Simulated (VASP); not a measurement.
Runs of VASP 6.6.1 on Ru. The structure is that of space group Fm-3m (No. 225), or close to it. The cells are those of the table. 

| task | cell | k mesh | cutoff (eV) | gap on the mesh (eV) | pressure (GPa) |
| --- | --- | --- | --- | --- | --- |
| single point | a = 2.809 Å, angles 60.0°, 1 atom | 16 × 16 × 16 | 520 | none | -25.2 |
| single point | a = 2.631 Å, angles 60.0°, 1 atom | 16 × 16 × 16 | 520 | none | 29.8 |
| single point | a = 2.592 Å, angles 60.0°, 1 atom | 16 × 16 × 16 | 520 | none | (b) |
| single point | a = 2.705 Å, angles 60.0°, 1 atom | 23 × 23 × 23 | 520 | none | -0.2 |
| single point | a = 2.705 Å, angles 60.0°, 1 atom | 14 × 14 × 14 | 520 | none | -0.1 |
| single point | a = 2.705 Å, angles 60.0°, 1 atom | 16 × 16 × 16 | 520 | none | -0.2 |
| single point | a = 2.775 Å, angles 60.0°, 1 atom | 16 × 16 × 16 | 520 | none | -18.8 |
| single point | a = 2.668 Å, angles 60.0°, 1 atom | 16 × 16 × 16 | 520 | none | 13.0 |
| relaxation of cell and atoms | relaxed from a = 2.676 Å, angles 60.0°, 1 atom | 14 × 14 × 14 | 600 | none | -0.1 |
| single point | a = 2.741 Å, angles 60.0°, 1 atom | 16 × 16 × 16 | 520 | none | (a) |

Alike in all rows: level revPBE; potentials or basis VASP PAW PBE potentials, release 64 (Ru_pv); no spin polarisation; smearing fermi-dirac 0.1 eV.

**Question.** Estimate the missing entries.

**Answer.** (a) -10.6; (b) 50.9.

Caveats: the PAW data sets were made with another functional, which shifts forces and pressure a little.

A k mesh can miss the band edges, and the runs leave out spin-orbit coupling on Ru.

A gap of «none» marks levels without a gap at the run's occupations.
